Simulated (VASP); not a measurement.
# CaO (Fm-3m) in VASP: single point with r2SCAN

Aim: the single point of CaO with r2SCAN.

Program: VASP 6.6.1. These are calculated values, not measurements. Logs are shortened: lines on timing, memory, paths and dates and some standing lists are left out, and cuts for length are marked.

## 1. The cell of the first run

Symmetry: Fm-3m, No. 225, cubic system. The conventional cell has a = 4.855 Å, b = 4.855 Å, c = 4.855 Å, α = 90.00°, β = 90.00°, γ = 90.00°. Within 3.2 Å of Ca (site symmetry m-3m) lie 6 O at 2.43 Å. Within 3.2 Å of O (site symmetry m-3m) lie 6 Ca at 2.43 Å.

## 2. Single point, r2SCAN

Contents of POSCAR:

```
CaO
1.0
    0.0000000000      2.4273021200      2.4273021200
    2.4273021200      0.0000000000      2.4273021200
    2.4273021200      2.4273021200      0.0000000000
Ca O
1 1
Direct
    0.0000000000      0.0000000000      0.0000000000
    0.5000000000      0.5000000000      0.5000000000
```

Contents of INCAR.step1:

```
SYSTEM = CaO
ALGO = Normal
EDIFF = 1E-4
ENCUT = 520
GGA = PE
ISMEAR = -1
LASPH = .True.
LCHARG = .False.
LREAL = .False.
LWAVE = .True.
NBANDS = 15
NELM = 100
PREC = Accurate
SIGMA = 0.1
```

Contents of INCAR.step2:

```
SYSTEM = CaO
ALGO = Normal
EDIFF = 1E-6
ENCUT = 520
ISIF = 2
ISMEAR = -1
ISTART = 1
LASPH = .True.
LCHARG = .False.
LMIXTAU = .True.
LREAL = .False.
LWAVE = .False.
METAGGA = R2SCAN
NBANDS = 15
NELM = 100
PREC = Accurate
SIGMA = 0.1
```

Contents of KPOINTS:

```
k-points
0
Gamma
  9 9 9
  0 0 0
```

Potentials or basis: VASP PAW PBE potentials, release 64 (Ca_sv, O).

Command:

```
> cat potpaw_PBE.64/Ca_sv/POTCAR potpaw_PBE.64/O/POTCAR > POTCAR
> cp INCAR.step1 INCAR
> mpirun -np 1 vasp_std > vasp.out
> cp INCAR.step2 INCAR
> mpirun -np 1 vasp_std > vasp.out
```

OUTCAR:

```text
SYSTEM = CaO
   EDIFF = 1E-6
   ENCUT = 520
   ISIF = 2
   ISMEAR = -1
   ISTART = 1
   LASPH = .True.
   LREAL = .False.
   METAGGA = R2SCAN
   NELM = 100
   PREC = Accurate

 ion  position               nearest neighbor table
   1  0.000  0.000  0.000-   2 2.43   2 2.43   2 2.43   2 2.43   2 2.43   2 2.43
   2  0.500  0.500  0.500-   1 2.43   1 2.43   1 2.43   1 2.43   1 2.43   1 2.43

  LATTYP: Found a face centered cubic cell.
 ALAT       =     4.8546042400

  Lattice vectors:

 A1 = (   0.0000000000,   2.4273021200,   2.4273021200)
 A2 = (   2.4273021200,   0.0000000000,   2.4273021200)
 A3 = (   2.4273021200,   2.4273021200,   0.0000000000)

Analysis of symmetry for initial positions (statically):
=====================================================================
 Subroutine PRICEL returns:
 Original cell was already a primitive cell.

 Routine SETGRP: Setting up the symmetry group for a
 face centered cubic supercell.

 Subroutine GETGRP returns: Found 48 space group operations
 (whereof 48 operations were pure point group operations)
 out of a pool of 48 trial point group operations.

The static configuration has the point symmetry O_h .

Analysis of symmetry for dynamics (positions and initial velocities):
=====================================================================
 Subroutine PRICEL returns:
 Original cell was already a primitive cell.

 Routine SETGRP: Setting up the symmetry group for a
 face centered cubic supercell.

 Subroutine GETGRP returns: Found 48 space group operations
 (whereof 48 operations were pure point group operations)
 out of a pool of 48 trial point group operations.

The dynamic configuration has the point symmetry O_h .

 Subroutine INISYM returns: Found 48 space group operations
 (whereof 48 operations are pure point group operations),
 and found     1 'primitive' translations

----------------------------------------------------------------------------------------

                                     Primitive cell

  volume of cell :      28.6023

  direct lattice vectors                    reciprocal lattice vectors
     0.000000000  2.427302120  2.427302120    -0.205990015  0.205990015  0.205990015
     2.427302120  0.000000000  2.427302120     0.205990015 -0.205990015  0.205990015
     2.427302120  2.427302120  0.000000000     0.205990015  0.205990015 -0.205990015

  length of vectors
     3.432723578  3.432723578  3.432723578     0.356785172  0.356785172  0.356785172

  position of ions in fractional coordinates (direct lattice)
     0.000000000  0.000000000  0.000000000
     0.500000000  0.500000000  0.500000000

  ion indices of the primitive-cell ions
   primitive index   ion index
                 1           1
                 2           2

----------------------------------------------------------------------------------------

 KPOINTS: k-points

Automatic generation of k-mesh.
 Grid dimensions read from file:
 generate k-points for:    9    9    9

 Generating k-lattice:

  Cartesian coordinates                     Fractional coordinates (reciprocal lattice)
    -0.022887779  0.022887779  0.022887779     0.111111111  0.000000000  0.000000000
     0.022887779 -0.022887779  0.022887779     0.000000000  0.111111111  0.000000000
     0.022887779  0.022887779 -0.022887779     0.000000000  0.000000000  0.111111111

  Length of vectors
     0.039642797  0.039642797  0.039642797

  Shift w.r.t. Gamma in fractional coordinates (k-lattice)
     0.000000000  0.000000000  0.000000000

 Subroutine IBZKPT returns following result:
 ===========================================

 Found     35 irreducible k-points:

 Following reciprocal coordinates:
            Coordinates               Weight
  0.000000  0.000000  0.000000      1.000000
  0.111111  0.000000  0.000000      8.000000
  0.222222  0.000000  0.000000      8.000000
  0.333333  0.000000  0.000000      8.000000
  0.444444  0.000000  0.000000      8.000000
  0.111111  0.111111  0.000000      6.000000
[... 16 lines left out ...]
 -0.333333  0.333333  0.000000     12.000000
  0.444444  0.444444  0.000000      6.000000
 [... further k-points ...]
   k-points           NKPTS =     35   k-points in BZ     NKDIM =     35   number of bands    NBANDS=     15
   number of dos      NEDOS =    301   number of ions     NIONS =      2
   total plane-waves  NPLWV =  21952
   dimension x,y,z NGX =    28 NGY =   28 NGZ =   28
   dimension x,y,z NGXF=    56 NGYF=   56 NGZF=   56
   ions per type =               1   1
   NGX,Y,Z   is equivalent  to a cutoff of  13.56, 13.56, 13.56 a.u.
   NGXF,Y,Z  is equivalent  to a cutoff of  27.12, 27.12, 27.12 a.u.
 SYSTEM =  CaO
   PREC   = accura    normal or accurate (medium, high low for compatibility)
   ISTART =      1    job   : 0-new  1-cont  2-samecut
   ICHARG =      0    charge: 1-file 2-atom 10-const
   ISPIN  =      1    spin polarized calculation?
   LNONCOLLINEAR =      F non collinear calculations
   LSORBIT =      F    spin-orbit coupling
   LASPH  =      T    aspherical Exc in radial PAW
   ENCUT  =  520.0 eV  38.22 Ry    6.18 a.u.   6.38  6.38  6.38*2*pi/ulx,y,z
   NELM   =    100;   NELMIN=  2; NELMDL=  0     # of ELM steps
   EDIFF  = 0.1E-05   stopping-criterion for ELM
   LREAL  =      F    real-space projection
[... 7 lines left out ...]
   TEBEG  =    0.0;   TEEND  =   0.0 temperature during run
   PSTRESS=    0.0 pullay stress
   NELECT =      16.0000    total number of electrons
   NUPDOWN=      -1.0000    fix difference up-down
   EMIN   =  10.00;   EMAX   =-10.00  energy-range for DOS
   EFERMI =   0.00;   METHOD = LEGACY
   ISMEAR =    -1;   SIGMA  =   0.10  broadening in eV -4-tet -1-fermi 0-gaus
   EFERMI_NEDOS =   21; number of points for ismear=-14 and -15
   IALGO  =     38    algorithm
   IMIX   =      4    mixing-type and parameters
     AMIX     =   0.40;   BMIX     =  1.00
     AMIX_MAG =   1.60;   BMIX_MAG =  1.00
  volume/ion in A,a.u.               =      14.30        96.51
  Fermi-wavevector in a.u.,A,eV,Ry     =   1.348904  2.549059 24.756366  1.819542
  Thomas-Fermi vector in A             =   2.476535
   LORBIT       =      0    0 simple, 1 ext, 2 COOP (PROOUT), +10 PAW based schemes
   METAGGA = R2SCAN    functional components
   LHFCALC =     F    Hartree Fock is set to
   AEXX    =    0.0000 exact exchange contribution
   IVDW    =     0    specifies the selected vdW correction
   LEPSILON=     F    determine dielectric tensor
   LRPA    =     F    only Hartree local field effects (RPA)
 non-spin polarized calculation
  energy-cutoff  :      520.00
  volume of cell :       28.60
 maximum number of plane-waves:       779
 NGX is ok and might be reduce to    28
   NGX = 13   NGY = 13   NGZ = 13

 number of electron      16.0000002 magnetization

 Free energy of the ion-electron system (eV)
  ---------------------------------------------------
  ext. energy  EPLUGINS =         0.00000000
  ---------------------------------------------------
  free energy    TOTEN  =       -19.44723298 eV

  energy without entropy =      -19.44723298  energy(sigma->0) =      -19.44723298

 E-fermi :   3.9202     XC(G=0): -10.9174

 val. band max:        1.8502831085   @ k =   0.0000   0.0000   0.0000
 cond. band min:       6.1013049221   @ k =   0.4444   0.4444   0.0000
 fundamental gap:      4.2510218137
 Fermi energy:         3.9201503844

 k-point     1 :       0.0000    0.0000    0.0000
  band No.  band energies     occupation
      1     -37.3347      2.00000
      2     -17.2463      2.00000
      3     -17.2463      2.00000
      4     -17.2463      2.00000
      5     -14.5659      2.00000
      6       1.8503      2.00000
      7       1.8503      2.00000
      8       1.8503      2.00000
      9       7.0302      0.00000
     10       8.6266      0.00000
     11       8.6267      0.00000
     12       8.6267      0.00000
     13      10.1709      0.00000
     14      10.1709      0.00000
     15      17.4251      0.00000

 k-point     2 :       0.1111    0.0000    0.0000
  band No.  band energies     occupation
      1     -37.3245      2.00000
      2     -17.4116      2.00000
      3     -17.2519      2.00000
      4     -17.2518      2.00000
      5     -14.3926      2.00000
      6       1.4403      2.00000
      7       1.6926      2.00000
      8       1.6926      2.00000
      9       7.5753      0.00000
     10       8.5835      0.00000
     11       8.8340      0.00000
     12       8.8341      0.00000
     13      10.4541      0.00000
     14      10.4541      0.00000
     15      17.8923      0.00000

 k-point     3 :       0.2222    0.0000    0.0000
  band No.  band energies     occupation
      1     -37.2984      2.00000
      2     -17.7645      2.00000
      3     -17.2658      2.00000
      4     -17.2658      2.00000
      5     -14.0174      2.00000
      6       0.5985      2.00000
      7       1.3281      2.00000
      8       1.3281      2.00000
      9       8.5610      0.00000
     10       8.8569      0.00000
     11       9.3956      0.00000
     12       9.3956      0.00000
     13      11.1705      0.00000
     14      11.1705      0.00000
     15      18.3771      0.00000
[... 343 lines left out ...]
 k-point    23 :      -0.3333    0.3333    0.0000
  band No.  band energies     occupation
      1     -37.2260      2.00000
      2     -17.9169      2.00000
      3     -17.6262      2.00000
      4     -17.3597      2.00000
      5     -13.8262      2.00000
      6       0.1849      2.00000
      7       0.7427      2.00000
      8       0.9240      2.00000
      9       8.3572      0.00000
     10       9.7730      0.00000
     11      11.0008      0.00000
     12      11.0643      0.00000
     13      12.4920      0.00000
     14      15.8446      0.00000
     15      16.1736      0.00000

 k-point    24 :       0.4444    0.4444    0.0000
  band No.  band energies     occupation
      1     -37.2235      2.00000
      2     -17.7911      2.00000
      3     -17.4446      2.00000
      4     -17.4445      2.00000
      5     -14.3066      2.00000
      6       0.4807      2.00000
      7       1.4710      2.00000
      8       1.4710      2.00000
      9       6.1013      0.00000
     10      10.3255      0.00000
     11      11.2688      0.00000
     12      11.8101      0.00000
     13      11.8101      0.00000
     14      13.5076      0.00000
     15      16.3757      0.00000

 [... further k-points ...]

------------------------ aborting loop because EDIFF is reached ----------------------------------------

  FORCE on cell =-STRESS in cart. coord.  units (eV):
  Direction    XX          YY          ZZ          XY          YZ          ZX
  --------------------------------------------------------------------------------------
  -------------------------------------------------------------------------------------
  Total       -0.5567486     -0.5567486     -0.5567486      0.0000000      0.0000000     -0.0000000
  in kB      -31.1866157    -31.1866157    -31.1866157      0.0000000      0.0000000     -0.0000000
  external PRESSURE =     -31.1866157 kB  Pullay stress =       0.0000000 kB

 VOLUME and BASIS-vectors are now :
 -----------------------------------------------------------------------------
  energy-cutoff  :      520.00
  volume of cell :       28.60
      direct lattice vectors                 reciprocal lattice vectors
     0.000000000  2.427302120  2.427302120    -0.205990015  0.205990015  0.205990015
     2.427302120  0.000000000  2.427302120     0.205990015 -0.205990015  0.205990015
     2.427302120  2.427302120  0.000000000     0.205990015  0.205990015 -0.205990015

 POSITION                                       TOTAL-FORCE (eV/Angst)
 -----------------------------------------------------------------------------------
      0.00000      0.00000      0.00000        -0.000000      0.000000      0.000000
      2.42730      2.42730      2.42730         0.000000     -0.000000     -0.000000
 -----------------------------------------------------------------------------------
    total drift:                                0.000000      0.000000      0.000000

  FREE ENERGIE OF THE ION-ELECTRON SYSTEM (eV)
  ---------------------------------------------------
  free  energy   TOTEN  =       -19.4472329768 eV

  energy  without entropy=      -19.4472329766  energy(sigma->0) =      -19.44723298
```

It took 3.1 min on 1 thread of AMD EPYC 7R13, shared host; peak memory 0.14 GiB.

Results:

```yaml
Free_energy: -19.4472 eV
Pressure: -3.1 GPa
Band_gap_on_the_k_mesh: 4.25 eV (least direct gap 4.63 eV)
```

Levels at points of the mesh, in eV from the valence-band top:
```tsv
k point	band 5	band 6	band 7	band 8	band 9	band 10	band 11	band 12
(0.00, 0.00, 0.00)	-16.42	0.00	0.00	0.00	5.18	6.78	6.78	6.78
```

Caveat: the cell stands under tension; the PAW data sets were made with another functional, which shifts forces and pressure a little; an odd mesh through Γ misses points on the zone boundary, where band edges can lie. r2SCAN opens gaps a little over a GGA but as a rule still falls short of measured ones.
